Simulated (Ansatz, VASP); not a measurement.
## One calculation of ZnSe, two programs

The input INCAR:

```
SYSTEM = ZnSe
ALGO = Normal
EDIFF = 1E-6
ENCUT = 500
GGA = CA
GGA_COMPAT = .False.
ISIF = 2
ISMEAR = 0
LASPH = .True.
LCHARG = .False.
LREAL = .False.
LWAVE = .False.
NBANDS = 16
NELM = 120
PREC = Accurate
SIGMA = 0.02
```

Contents of KPOINTS:

```
k-points
0
Gamma
  8 8 8
  0 0 0
```

POSCAR

```
ZnSe
1.0
    0.0000000000      2.7837635969      2.7837635969
    2.7837635969      0.0000000000      2.7837635969
    2.7837635969      2.7837635969      0.0000000000
Zn Se
1 1
Direct
    0.0000000000      0.0000000000      0.0000000000
    0.2500000000      0.2500000000      0.2500000000
```

Input for Ansatz:

```yaml
crystal:
  lattice:
    - [0.0, 2.7837635969, 2.7837635969]
    - [2.7837635969, 0.0, 2.7837635969]
    - [2.7837635969, 2.7837635969, 0.0]
  atoms:
    - { symbol: Zn, position: [0.0, 0.0, 0.0] }
    - { symbol: Se, position: [0.25, 0.25, 0.25] }
basis:
  ecutwfc: 420
kpoints:
  mp_grid: { grid: [8, 8, 8] }
  band_path: { path: [VBM, CBM], npoints: 2 }
hamiltonian:
  xc: lda
scf:
  occupations: { method: gaussian, width: 0.02 }
output:
  forces: false
  stress: false
  eigenvalues: true
checkpoint:
  read: start.run
  write: ck
  compress: false
  write_wavefunctions: false
  write_every: 100000
```

Alike in both runs: task single point; functional LDA; k mesh 8 × 8 × 8; occupations gaussian, width 0.02 eV; no spin polarisation.

|  | VASP | Ansatz |
| --- | --- | --- |
| version | VASP 6.6.1 | Ansatz 0.2.0 |
| potentials or method | VASP PAW LDA potentials, release 64 (Zn, Se), cutoff 500 eV | scalar-relativistic, plane waves, PAW |
| valence electrons in the cell | 18 | 28 |

```csv
,VASP,Ansatz,Ansatz less VASP
gap on the k mesh at the Fermi level (eV),1.29,1.25,-0.040
least direct gap on the mesh (eV),1.29,1.25,-0.040
```

LDA's correlation is that of Perdew and Zunger in VASP and of Perdew and Wang (1992) in Ansatz. VASP's potentials hold 18 valence electrons a cell and Ansatz's 28, so a difference there can come from the potentials and not from the codes.
